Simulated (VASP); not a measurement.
# Pb (I4/mmm) in VASP: a series of runs

The runs below take Pb through single point, with PBEsol.

Everything below comes from runs of VASP 6.6.1. Logs are shortened: lines on timing, memory, paths and dates and some standing lists are left out, and cuts for length are marked.

### 1 The cell of the first run

Symmetry: I4/mmm, No. 139, tetragonal system. Conventional cell: a = 3.493 Å, b = 3.493 Å, c = 4.643 Å, α = 90.00°, β = 90.00°, γ = 90.00°. Within 4.5 Å of Pb (site symmetry 4/mmm) lie 12 Pb at 3.39 to 3.49 Å.

### 2 Single point, PBEsol (strain -0.0600 x Voigt [1, 0, 0, 0, 0, 0])

File INCAR:

```
  ALGO = Normal
  EDIFF = 1E-6
  ENCUT = 520
  GGA = PS
  ISIF = 2
  ISMEAR = 0
  LASPH = True
  LCHARG = False
  LREAL = False
  LWAVE = False
  NBANDS = 13
  NELM = 80
  PREC = Accurate
  SIGMA = 0.15
```

File KPOINTS:

```
k-points
0
Gamma
  16 16 16
```

File POSCAR:

```
Pb
1.0
    0.0000000000      2.4698000000      2.4698000000
    2.3216120000      0.0000000000      2.4698000000
    2.3216120000      2.4698000000      0.0000000000
Pb
1
Direct
    0.0000000000      0.0000000000      0.0000000000
```

Potentials or basis: VASP PAW PBE potentials, release 64 (Pb_d).

Command:

```
$ cat potpaw_PBE.64/Pb_d/POTCAR > POTCAR
$ mpirun -np 1 vasp_std > vasp.out
```

OUTCAR:

```text
EDIFF = 1E-6
   ENCUT = 520
   GGA = PS
   ISIF = 2
   ISMEAR = 0
   LASPH = True
   LREAL = False
   NELM = 80
   PREC = Accurate

 ion  position               nearest neighbor table
   1  0.000  0.000  0.000-

  LATTYP: Found a body centered tetragonal cell.
 ALAT       =     3.4928246563
 C/A-ratio  =     1.3293607486

  Lattice vectors:

 A1 = (  -2.3216120000,   0.0000000000,  -2.4698000000)
 A2 = (  -2.3216120000,   0.0000000000,   2.4698000000)
 A3 = (   2.3216120000,   2.4698000000,   0.0000000000)

Analysis of symmetry for initial positions (statically):
=====================================================================
 Subroutine PRICEL returns:
 Original cell was already a primitive cell.

 Routine SETGRP: Setting up the symmetry group for a
 body centered tetragonal supercell.

 Subroutine GETGRP returns: Found 16 space group operations
 (whereof 16 operations were pure point group operations)
 out of a pool of 16 trial point group operations.

The static configuration has the point symmetry D_4h.

Analysis of symmetry for dynamics (positions and initial velocities):
=====================================================================
 Subroutine PRICEL returns:
 Original cell was already a primitive cell.

 Routine SETGRP: Setting up the symmetry group for a
 body centered tetragonal supercell.

 Subroutine GETGRP returns: Found 16 space group operations
 (whereof 16 operations were pure point group operations)
 out of a pool of 16 trial point group operations.

The dynamic configuration has the point symmetry D_4h.

 Subroutine INISYM returns: Found 16 space group operations
 (whereof 16 operations are pure point group operations),
 and found     1 'primitive' translations

----------------------------------------------------------------------------------------

                                     Primitive cell

  volume of cell :      28.3233

  direct lattice vectors                    reciprocal lattice vectors
     0.000000000  2.469800000  2.469800000    -0.215367598  0.202445542  0.202445542
     2.321612000  0.000000000  2.469800000     0.215367598 -0.202445542  0.202445542
     2.321612000  2.469800000  0.000000000     0.215367598  0.202445542 -0.202445542

  length of vectors
     3.492824656  3.389659912  3.389659912     0.358261912  0.358261912  0.358261912

  position of ions in fractional coordinates (direct lattice)
     0.000000000  0.000000000  0.000000000

  ion indices of the primitive-cell ions
   primitive index   ion index
                 1           1

----------------------------------------------------------------------------------------

 KPOINTS: k-points

Automatic generation of k-mesh.
 Grid dimensions read from file:
 generate k-points for:   16   16   16

 Generating k-lattice:

  Cartesian coordinates                     Fractional coordinates (reciprocal lattice)
    -0.013460475  0.012652846  0.012652846     0.062500000  0.000000000  0.000000000
     0.013460475 -0.012652846  0.012652846     0.000000000  0.062500000  0.000000000
     0.013460475  0.012652846 -0.012652846     0.000000000  0.000000000  0.062500000

  Length of vectors
     0.022391369  0.022391369  0.022391369

  Shift w.r.t. Gamma in fractional coordinates (k-lattice)
     0.000000000  0.000000000  0.000000000

 Subroutine IBZKPT returns following result:
 ===========================================

 Found    349 irreducible k-points:

 Following reciprocal coordinates:
            Coordinates               Weight
  0.000000  0.000000  0.000000      1.000000
  0.062500  0.000000  0.000000      8.000000
  0.125000  0.000000  0.000000      8.000000
  0.187500 -0.000000 -0.000000      8.000000
  0.250000  0.000000  0.000000      8.000000
  0.312500  0.000000  0.000000      8.000000
[... 16 lines left out ...]
 -0.125000  0.062500  0.000000     16.000000
 -0.062500  0.062500  0.000000      8.000000
 [... further k-points ...]
   k-points           NKPTS =    349   k-points in BZ     NKDIM =    349   number of bands    NBANDS=     13
   number of dos      NEDOS =    301   number of ions     NIONS =      1
   total plane-waves  NPLWV =  21952
   dimension x,y,z NGX =    28 NGY =   28 NGZ =   28
   dimension x,y,z NGXF=    56 NGYF=   56 NGZF=   56
   ions per type =               1
   NGX,Y,Z   is equivalent  to a cutoff of  13.33, 13.73, 13.73 a.u.
   NGXF,Y,Z  is equivalent  to a cutoff of  26.65, 27.47, 27.47 a.u.
 SYSTEM =  unknown system
   PREC   = accura    normal or accurate (medium, high low for compatibility)
   ISTART =      0    job   : 0-new  1-cont  2-samecut
   ICHARG =      2    charge: 1-file 2-atom 10-const
   ISPIN  =      1    spin polarized calculation?
   LNONCOLLINEAR =      F non collinear calculations
   LSORBIT =      F    spin-orbit coupling
   LASPH  =      T    aspherical Exc in radial PAW
   ENCUT  =  520.0 eV  38.22 Ry    6.18 a.u.   6.49  6.30  6.30*2*pi/ulx,y,z
   NELM   =     80;   NELMIN=  2; NELMDL= -5     # of ELM steps
   EDIFF  = 0.1E-05   stopping-criterion for ELM
   LREAL  =      F    real-space projection
   EDIFFG = 0.1E-04   stopping-criterion for IOM
   NSW    =      0    number of steps for IOM
   IBRION =     -1    ionic relax: 0-MD 1-quasi-New 2-CG
   NFREE  =      0    steps in history (QN), initial steepest desc. (CG)
   ISIF   =      2    stress and relaxation
   ISYM   =      2    0-nonsym 1-usesym 2-fastsym
   POTIM  = 0.5000    time-step for ionic-motion
   TEBEG  =    0.0;   TEEND  =   0.0 temperature during run
   PSTRESS=    0.0 pullay stress
   NELECT =      14.0000    total number of electrons
   NUPDOWN=      -1.0000    fix difference up-down
   EMIN   =  10.00;   EMAX   =-10.00  energy-range for DOS
   EFERMI =   0.00;   METHOD = LEGACY
   ISMEAR =     0;   SIGMA  =   0.15  broadening in eV -4-tet -1-fermi 0-gaus
   EFERMI_NEDOS =   21; number of points for ismear=-14 and -15
   IALGO  =     38    algorithm
   IMIX   =      4    mixing-type and parameters
     AMIX     =   0.40;   BMIX     =  1.00
     AMIX_MAG =   1.60;   BMIX_MAG =  1.00
  volume/ion in A,a.u.               =      28.32       191.13
  Fermi-wavevector in a.u.,A,eV,Ry     =   1.294404  2.446068 22.796305  1.675481
  Thomas-Fermi vector in A             =   2.425989
   LORBIT       =      0    0 simple, 1 ext, 2 COOP (PROOUT), +10 PAW based schemes
   GGA     = PS    functional components
   LHFCALC =     F    Hartree Fock is set to
   AEXX    =    0.0000 exact exchange contribution
   IVDW    =     0    specifies the selected vdW correction
   LEPSILON=     F    determine dielectric tensor
   LRPA    =     F    only Hartree local field effects (RPA)
 non-spin polarized calculation
 Gauss-broadening in eV      SIGMA  =   0.15
  energy-cutoff  :      520.00
  volume of cell :       28.32
 maximum number of plane-waves:       777
 NGX is ok and might be reduce to    28
   NGX = 13   NGY = 13   NGZ = 13

 number of electron      14.0000003 magnetization

 Free energy of the ion-electron system (eV)
  ---------------------------------------------------
  ext. energy  EPLUGINS =         0.00000000
  ---------------------------------------------------
  free energy    TOTEN  =        -3.98374905 eV

  energy without entropy =       -3.97845355  energy(sigma->0) =       -3.98110130

 E-fermi :   7.9238     XC(G=0): -10.6736

 val. band max:        7.9233175502   @ k =   0.3750   0.1250   0.1250
 cond. band min:       7.9243818546   @ k =  -0.4375   0.3125   0.0625
 fundamental gap:      0.0010643044
 Fermi energy:         7.9238051263

 k-point     1 :       0.0000    0.0000    0.0000
  band No.  band energies     occupation
      1      -9.1867      2.00000
      2      -9.1867      2.00000
      3      -9.1015      2.00000
      4      -9.0277      2.00000
      5      -8.9461      2.00000
      6      -4.3657      2.00000
      7      15.7616      0.00000
      8      15.9103      0.00000
      9      15.9103      0.00000
     10      17.7286      0.00000
     11      20.1085      0.00000
     12      20.9065      0.00000
     13      20.9100      0.00000

 k-point     2 :       0.0625    0.0000    0.0000
  band No.  band energies     occupation
      1      -9.1835      2.00000
      2      -9.1793      2.00000
      3      -9.0987      2.00000
      4      -9.0269      2.00000
      5      -8.9481      2.00000
      6      -4.2849      2.00000
      7      14.8339      0.00000
      8      15.7431      0.00000
      9      15.7722      0.00000
     10      17.5795      0.00000
     11      20.4852      0.00000
     12      21.1057      0.00000
     13      21.1069      0.00000

 k-point     3 :       0.1250    0.0000    0.0000
  band No.  band energies     occupation
      1      -9.1770      2.00000
      2      -9.1622      2.00000
      3      -9.0905      2.00000
      4      -9.0203      2.00000
      5      -8.9517      2.00000
      6      -4.0416      2.00000
      7      12.8695      0.00000
      8      15.4132      0.00000
      9      15.5343      0.00000
     10      17.4101      0.00000
     11      20.7775      0.00000
     12      21.2139      0.00000
     13      21.2387      0.00000
[... 305 lines left out ...]
 k-point    23 :      -0.1250    0.0625    0.0000
  band No.  band energies     occupation
      1      -9.1752      2.00000
      2      -9.1443      2.00000
      3      -9.0899      2.00000
      4      -9.0087      2.00000
      5      -8.9574      2.00000
      6      -3.8429      2.00000
      7      12.0707      0.00000
      8      14.0186      0.00000
      9      15.9034      0.00000
     10      17.7336      0.00000
     11      20.1129      0.00000
     12      20.8910      0.00000
     13      21.3136      0.00000

 k-point    24 :      -0.0625    0.0625    0.0000
  band No.  band energies     occupation
      1      -9.1807      2.00000
      2      -9.1615      2.00000
      3      -9.0988      2.00000
      4      -9.0214      2.00000
      5      -8.9536      2.00000
      6      -4.1454      2.00000
      7      13.8775      0.00000
      8      14.7833      0.00000
      9      15.9503      0.00000
     10      17.6072      0.00000
     11      20.5273      0.00000
     12      21.0223      0.00000
     13      21.0247      0.00000

 [... further k-points ...]

------------------------ aborting loop because EDIFF is reached ----------------------------------------

  FORCE on cell =-STRESS in cart. coord.  units (eV):
  Direction    XX          YY          ZZ          XY          YZ          ZX
  --------------------------------------------------------------------------------------
  -------------------------------------------------------------------------------------
  Total        0.6659335      0.4708236      0.4708236      0.0000000      0.0000000     -0.0000000
  in kB       37.6702256     26.6333396     26.6333396      0.0000000      0.0000000     -0.0000000
  external PRESSURE =      30.3123016 kB  Pullay stress =       0.0000000 kB

 VOLUME and BASIS-vectors are now :
 -----------------------------------------------------------------------------
  energy-cutoff  :      520.00
  volume of cell :       28.32
      direct lattice vectors                 reciprocal lattice vectors
     0.000000000  2.469800000  2.469800000    -0.215367598  0.202445542  0.202445542
     2.321612000  0.000000000  2.469800000     0.215367598 -0.202445542  0.202445542
     2.321612000  2.469800000  0.000000000     0.215367598  0.202445542 -0.202445542

 POSITION                                       TOTAL-FORCE (eV/Angst)
 -----------------------------------------------------------------------------------
      0.00000      0.00000      0.00000         0.000000      0.000000     -0.000000
 -----------------------------------------------------------------------------------
    total drift:                               -0.000000     -0.000000     -0.000000

  FREE ENERGIE OF THE ION-ELECTRON SYSTEM (eV)
  ---------------------------------------------------
  free  energy   TOTEN  =        -3.9837490498 eV

  energy  without entropy=       -3.9784535453  energy(sigma->0) =       -3.98110130
```

It took 2.2 min on 1 thread of AMD EPYC 7R13, shared host; peak memory 0.22 GiB.

Results:

- Free energy: -3.9837 eV
- Pressure: 3.0 GPa
- Band gap on the k mesh: zero (band 7 reaches 15.76 eV, above the bottom of band 8 at 5.93 eV)

Caveat: the cell differs from its parent crystal (strain -0.0600 x Voigt [1, 0, 0, 0, 0, 0]); the PAW data sets were made with another functional, which shifts forces and pressure a little; spin-orbit coupling is left out, which moves the levels of the heavy elements.

### 3 Single point, PBEsol (strain -0.0450 x Voigt [1, 0, 0, 0, 0, 0])

File INCAR:

```
PREC = Accurate
ENCUT = 520
EDIFF = 1E-6
ISMEAR = 0
SIGMA = 0.15
LREAL = F
LASPH = T
NELM = 60
ALGO = Normal
ISIF = 2
LWAVE = F
LCHARG = F
GGA = PS
NBANDS = 13
```

File KPOINTS:

```
Automatic mesh
0
Gamma
  16 16 16
```

File POSCAR:

```
Pb
1.0
    0.0000000000      2.4698000000      2.4698000000
    2.3586590000      0.0000000000      2.4698000000
    2.3586590000      2.4698000000      0.0000000000
Pb
1
Direct
    0.0000000000      0.0000000000      0.0000000000
```

Potentials or basis: VASP PAW PBE potentials, release 64 (Pb_d).

Command:

```
$ cat potpaw_PBE.64/Pb_d/POTCAR > POTCAR
$ mpirun -np 1 vasp_std > vasp.out
```

It took 2.3 min on 1 thread of AMD EPYC 7R13, shared host; peak memory 0.22 GiB.

It converged, with:

```
Free energy            : -3.9932 eV
Pressure               : 2.1 GPa
Band gap on the k mesh : zero (band 7 reaches 15.47 eV, above the bottom of band 8 at 5.81 eV)
```

Stress tensor (GPa, compression positive):
```
2.72 0.00 0.00
0.00 1.78 0.00
0.00 0.00 1.78
```

Levels at points of the mesh, in eV from the Fermi level:
| k point | band 3 | band 4 | band 5 | band 6 | band 7 | band 8 | band 9 | band 10 | band 11 | band 12 |
| --- | --- | --- | --- | --- | --- | --- | --- | --- | --- | --- |
| (0.00, 0.00, 0.00) | -17.02 | -16.93 | -16.87 | -12.17 | 7.74 | 7.84 | 7.84 | 9.79 | 11.97 | 12.85 |
| (0.50, 0.00, 0.00) | -17.02 | -16.75 | -16.72 | -8.21 | -4.52 | 5.45 | 6.16 | 9.34 | 9.76 | 11.12 |
| (0.50, 0.50, 0.00) | -16.75 | -16.72 | -16.68 | -6.86 | -3.66 | 2.13 | 2.42 | 5.70 | 6.98 | 18.48 |
| (0.00, 0.50, 0.50) | -16.75 | -16.69 | -16.69 | -6.31 | -3.25 | 1.68 | 1.68 | 5.15 | 6.45 | 18.09 |

Caveat: the cell differs from its parent crystal (strain -0.0450 x Voigt [1, 0, 0, 0, 0, 0]); the PAW data sets were made with another functional, which shifts forces and pressure a little; spin-orbit coupling is left out, which moves the levels of the heavy elements.
